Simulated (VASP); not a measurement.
Runs of VASP 6.6.1 on Ta. The structure is that of space group Fd-3m (No. 227), or close to it. The cells are those of the table. 

| task | cell | k mesh | cutoff (eV) | k mesh for the DOS | occupations for the DOS | gap on the mesh (eV) | pressure (GPa) |
| --- | --- | --- | --- | --- | --- | --- | --- |
| single point | a = 5.654 Å, angles 60.0°, 6 atoms | 4 × 4 × 4 | 520 | - | - | none | (a) |
| relaxation of cell and atoms | relaxed from a = 5.430 Å, angles 60.0°, 6 atoms | 8 × 8 × 8 | 600 | - | - | none | 0.0 |
| single point | a = 5.430 Å, angles 60.0°, 6 atoms | 4 × 4 × 4 | 520 | - | - | none | 0.1 |
| single point | a = 5.429 Å, angles 60.0°, 6 atoms | 8 × 8 × 8 | 520 | - | - | none | 0.2 |
| relaxation of cell and atoms | relaxed from a = 5.654 Å, angles 60.0°, 6 atoms | 4 × 4 × 4 | 600 | - | - | none | 0.0 |

Alike in all rows: level PBE; potentials or basis VASP PAW PBE potentials, release 64 (Ta_pv); no spin polarisation; smearing gaussian 0.1 eV.

Question: Estimate the missing entries.

Answer: (a) -18.0.

Caveats: spin-orbit coupling is left out, which moves the levels of the heavy elements; the relaxation stopped at its first step, so nothing moved (some runs).

A k mesh can miss the band edges, and the runs leave out spin-orbit coupling on Ta.

A gap of «none» marks levels without a gap at the run's occupations.
